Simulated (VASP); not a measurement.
Set up this calculation in VASP 6.6.1, as the native input.

```yaml
Task: single point
Functional: PBE
Potentials_or_basis: VASP PAW PBE potentials, release 64 (Mo_sv, S)
Cutoff: 520 eV
k_mesh: 9 × 9 × 4
Occupations: gaussian, width 0.028 eV
Spin: no spin polarisation
Dipole_correction: no
Further_INCAR_settings: ALGO = Normal; EDIFF = 1e-07; NBANDS = 20
```

The structure of MoS2 lies in POSCAR:

```
MoS2
1.0
    3.2274645616      0.0000000000      0.0000000000
   -1.6137322808      2.7950663001      0.0000000000
    0.0000000000      0.0000000000      6.3124734200
Mo S
1 2
Direct
    0.0000000000      0.0000000000      0.5000000000
    0.6666666667      0.3333333333      0.7446806800
    0.3333333333      0.6666666667      0.2553193200
```

The input as run:

INCAR

```
SYSTEM = MoS2
PREC = Accurate ; ENCUT = 520
EDIFF = 1E-7 ; ISMEAR = 0
SIGMA = 0.028000000000000004 ; LREAL = .FALSE.
LASPH = .TRUE. ; NELM = 100
ALGO = Normal ; ISIF = 2
LWAVE = .FALSE. ; LCHARG = .FALSE.
GGA = PE ; NBANDS = 20
```

KPOINTS

```
Automatic mesh
0
G
  9 9 4
  0 0 0
```

Potentials or basis: VASP PAW PBE potentials, release 64 (Mo_sv, S).

The run is started by

```sh
$ cat potpaw_PBE.64/Mo_sv/POTCAR potpaw_PBE.64/S/POTCAR > POTCAR
$ mpirun -np 1 vasp_std > vasp.out
```

Results of the run:

```yaml
Pressure: 1.0 GPa
Largest_force: 0.287 eV/Å
Band_gap_on_the_k_mesh: zero (band 13 reaches 7.55 eV, above the bottom of band 14 at 6.52 eV)
```

Caveat: this functional lacks dispersion, which binds the layers, so the pressure and a relaxed spacing across them are unreliable.

Wall time 20 s on 1 thread of Intel(R) Xeon(R) Platinum 8559C (Emerald Rapids) (shared host), peak memory 0.19 GiB.
